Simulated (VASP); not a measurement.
# ZnSe (F-43m) in VASP: further runs, part 2 of 3

VASP 6.6.1. The steps go on from the part before.

### 3 Electric field gradients, PBE (volume scaled by 0.99)

Input file INCAR:

```
SYSTEM = ZnSe
PREC = Accurate
ENCUT = 520
EDIFF = 1E-8
ISMEAR = -1
SIGMA = 0.03
LREAL = .False.
LASPH = .True.
NELM = 100
ALGO = Normal
ISIF = 2
LWAVE = .False.
LCHARG = .False.
GGA = PE
LEFG = .True.
NBANDS = 16
```

Input file KPOINTS:

```
Automatic mesh
0
Gamma
  8 8 8
  0 0 0
```

Input file POSCAR:

```
ZnSe
1.0
    0.0000000000      2.8243223372      2.8243223372
    2.8243223372      0.0000000000      2.8243223372
    2.8243223372      2.8243223372      0.0000000000
Zn Se
1 1
Direct
    0.0000000000      0.0000000000      0.0000000000
    0.7500000000      0.7500000000      0.7500000000
```

Potentials or basis: VASP PAW PBE potentials, release 64 (Zn, Se).

Command:

```sh
> cat potpaw_PBE.64/Zn/POTCAR potpaw_PBE.64/Se/POTCAR > POTCAR
> mpirun -np 1 vasp_std > vasp.out
```

OUTCAR:

```text
SYSTEM = ZnSe
   PREC = Accurate
   ENCUT = 520
   EDIFF = 1E-8
   ISMEAR = -1
   LREAL = .False.
   LASPH = .True.
   NELM = 100
   ISIF = 2
   GGA = PE

 ion  position               nearest neighbor table
   1  0.000  0.000  0.000-   2 2.45   2 2.45   2 2.45   2 2.45
   2  0.750  0.750  0.750-   1 2.45   1 2.45   1 2.45   1 2.45

  LATTYP: Found a face centered cubic cell.
 ALAT       =     5.6486446744

  Lattice vectors:

 A1 = (   0.0000000000,   2.8243223372,   2.8243223372)
 A2 = (   2.8243223372,   0.0000000000,   2.8243223372)
 A3 = (   2.8243223372,   2.8243223372,   0.0000000000)

Analysis of symmetry for initial positions (statically):
=====================================================================
 Subroutine PRICEL returns:
 Original cell was already a primitive cell.

 Routine SETGRP: Setting up the symmetry group for a
 face centered cubic supercell.

 Subroutine GETGRP returns: Found 24 space group operations
 (whereof 24 operations were pure point group operations)
 out of a pool of 48 trial point group operations.

The static configuration has the point symmetry T_d .

Analysis of symmetry for dynamics (positions and initial velocities):
=====================================================================
 Subroutine PRICEL returns:
 Original cell was already a primitive cell.

 Routine SETGRP: Setting up the symmetry group for a
 face centered cubic supercell.

 Subroutine GETGRP returns: Found 24 space group operations
 (whereof 24 operations were pure point group operations)
 out of a pool of 48 trial point group operations.

The dynamic configuration has the point symmetry T_d .

 Subroutine INISYM returns: Found 24 space group operations
 (whereof 24 operations are pure point group operations),
 and found     1 'primitive' translations

----------------------------------------------------------------------------------------

                                     Primitive cell

  volume of cell :      45.0581

  direct lattice vectors                    reciprocal lattice vectors
     0.000000000  2.824322337  2.824322337    -0.177033617  0.177033617  0.177033617
     2.824322337  0.000000000  2.824322337     0.177033617 -0.177033617  0.177033617
     2.824322337  2.824322337  0.000000000     0.177033617  0.177033617 -0.177033617

  length of vectors
     3.994194954  3.994194954  3.994194954     0.306631220  0.306631220  0.306631220

  position of ions in fractional coordinates (direct lattice)
     0.000000000  0.000000000  0.000000000
     0.750000000  0.750000000  0.750000000

  ion indices of the primitive-cell ions
   primitive index   ion index
                 1           1
                 2           2

----------------------------------------------------------------------------------------

 KPOINTS: Automatic mesh

Automatic generation of k-mesh.
 Grid dimensions read from file:
 generate k-points for:    8    8    8

 Generating k-lattice:

  Cartesian coordinates                     Fractional coordinates (reciprocal lattice)
[... 59 lines left out ...]
   NELM   =    100;   NELMIN=  2; NELMDL= -5     # of ELM steps
   EDIFF  = 0.1E-07   stopping-criterion for ELM
   LREAL  =      F    real-space projection
   EDIFFG = 0.1E-06   stopping-criterion for IOM
   NSW    =      0    number of steps for IOM
   IBRION =     -1    ionic relax: 0-MD 1-quasi-New 2-CG
   NFREE  =      0    steps in history (QN), initial steepest desc. (CG)
   ISIF   =      2    stress and relaxation
   ISYM   =      2    0-nonsym 1-usesym 2-fastsym
   POTIM  = 0.5000    time-step for ionic-motion
   TEBEG  =    0.0;   TEEND  =   0.0 temperature during run
   PSTRESS=    0.0 pullay stress
   NELECT =      18.0000    total number of electrons
   NUPDOWN=      -1.0000    fix difference up-down
   EMIN   =  10.00;   EMAX   =-10.00  energy-range for DOS
   EFERMI =   0.00;   METHOD = LEGACY
   ISMEAR =    -1;   SIGMA  =   0.03  broadening in eV -4-tet -1-fermi 0-gaus
   EFERMI_NEDOS =   21; number of points for ismear=-14 and -15
   IALGO  =     38    algorithm
   IMIX   =      4    mixing-type and parameters
     AMIX     =   0.40;   BMIX     =  1.00
     AMIX_MAG =   1.60;   BMIX_MAG =  1.00
  volume/ion in A,a.u.               =      22.53       152.03
  Fermi-wavevector in a.u.,A,eV,Ry     =   1.205706  2.278454 19.779155  1.453727
  Thomas-Fermi vector in A             =   2.341395
   LORBIT       =      0    0 simple, 1 ext, 2 COOP (PROOUT), +10 PAW based schemes
   GGA     = PE    functional components
[... 5 lines left out ...]
 non-spin polarized calculation
  energy-cutoff  :      520.00
  volume of cell :       45.06
 maximum number of plane-waves:      1243
 NGX is ok and might be reduce to    30
   NGX = 15   NGY = 15   NGZ = 15

 number of electron      18.0000004 magnetization

 Free energy of the ion-electron system (eV)
  ---------------------------------------------------
  ext. energy  EPLUGINS =         0.00000000
  ---------------------------------------------------
  free energy    TOTEN  =        -6.01248097 eV

  energy without entropy =       -6.01248097  energy(sigma->0) =       -6.01248097

 E-fermi :   2.3288     XC(G=0):  -9.3676

 val. band max:        1.7000053405   @ k =   0.0000   0.0000   0.0000
 cond. band min:       3.0310743581   @ k =   0.0000   0.0000   0.0000
 fundamental gap:      1.3310690176
 Fermi energy:         2.3288411354

 k-point     1 :       0.0000    0.0000    0.0000
  band No.  band energies     occupation
      1     -11.6242      2.00000
      2      -4.8831      2.00000
      3      -4.8831      2.00000
      4      -4.8831      2.00000
      5      -4.5041      2.00000
      6      -4.5041      2.00000
[... 433 lines left out ...]
      3      -4.7393      2.00000
      4      -4.5376      2.00000
      5      -4.4971      2.00000
      6      -4.2903      2.00000
[... 8 lines left out ...]
     15      14.4875      0.00000
     16      15.3131      0.00000

 [... further k-points ...]
[... 5 lines left out ...]
  --------------------------------------------------------------------------------------
  -------------------------------------------------------------------------------------
  Total        0.8523542      0.8523542      0.8523542      0.0000000      0.0000000      0.0000000
  in kB       30.3080456     30.3080456     30.3080456      0.0000000      0.0000000      0.0000000
  external PRESSURE =      30.3080456 kB  Pullay stress =       0.0000000 kB

 VOLUME and BASIS-vectors are now :
 -----------------------------------------------------------------------------
  energy-cutoff  :      520.00
  volume of cell :       45.06
      direct lattice vectors                 reciprocal lattice vectors
     0.000000000  2.824322337  2.824322337    -0.177033617  0.177033617  0.177033617
     2.824322337  0.000000000  2.824322337     0.177033617 -0.177033617  0.177033617
     2.824322337  2.824322337  0.000000000     0.177033617  0.177033617 -0.177033617

 POSITION                                       TOTAL-FORCE (eV/Angst)
 -----------------------------------------------------------------------------------
      0.00000      0.00000      0.00000         0.000000      0.000000      0.000000
      4.23648      4.23648      4.23648        -0.000000     -0.000000     -0.000000
 -----------------------------------------------------------------------------------
    total drift:                                0.000000      0.000000      0.000000

  FREE ENERGIE OF THE ION-ELECTRON SYSTEM (eV)
  ---------------------------------------------------
  free  energy   TOTEN  =        -6.0124809689 eV

  energy  without entropy=       -6.0124809689  energy(sigma->0) =       -6.01248097

 Electric field gradients (V/A^2)
---------------------------------------------------------------------
 ion       V_xx      V_yy      V_zz      V_xy      V_xz      V_yz
---------------------------------------------------------------------
   1       0.000    -0.000    -0.000     0.002     0.002     0.002
   2      -0.000    -0.000     0.000    -0.000    -0.000    -0.000
---------------------------------------------------------------------

 Electric field gradients after diagonalization (V/A^2)
 (convention: |V_zz| > |V_xx| > |V_yy|)
----------------------------------------------------------------------
 ion       V_xx      V_yy      V_zz     asymmetry (V_yy - V_xx)/ V_zz
----------------------------------------------------------------------
   1      -0.002    -0.002     0.005       0.000
   2       0.000     0.000    -0.000       0.000
----------------------------------------------------------------------

           NMR quadrupolar parameters

 Cq : quadrupolar parameter    Cq=e*Q*V_zz/h
 eta: asymmetry parameters     (V_yy - V_xx)/ V_zz
 Q  : nuclear electric quadrupole moment in mb (millibarn)
----------------------------------------------------------------------
 ion       Cq(MHz)       eta       Q (mb)
----------------------------------------------------------------------
   1       0.000       0.000       1.000
   2      -0.000       0.000       1.000
----------------------------------------------------------------------
```

Wall time 13 s (1 thread of AMD EPYC 9R45 (Zen 5), shared host); peak memory 0.14 GiB.

Results:

- Free energy: -6.0125 eV
- Pressure: 3.0 GPa
- Band gap on the k mesh: 1.33 eV, direct

Levels at points of the mesh, in eV from the valence-band top:
| k point | band 7 | band 8 | band 9 | band 10 | band 11 | band 12 |
| --- | --- | --- | --- | --- | --- | --- |
| (0.00, 0.00, 0.00) | 0.00 | 0.00 | 0.00 | 1.33 | 5.80 | 5.80 |
| (0.50, 0.00, 0.00) | -5.29 | -0.88 | -0.88 | 2.56 | 6.38 | 6.38 |
| (0.50, 0.50, 0.00) | -4.80 | -2.22 | -2.22 | 2.96 | 3.46 | 10.81 |

Caveat: without QUAD_EFG the Cq values of the log hold for a quadrupole moment of 1 mb, not for the nuclei.

(Part 2 of 3 ends here.)
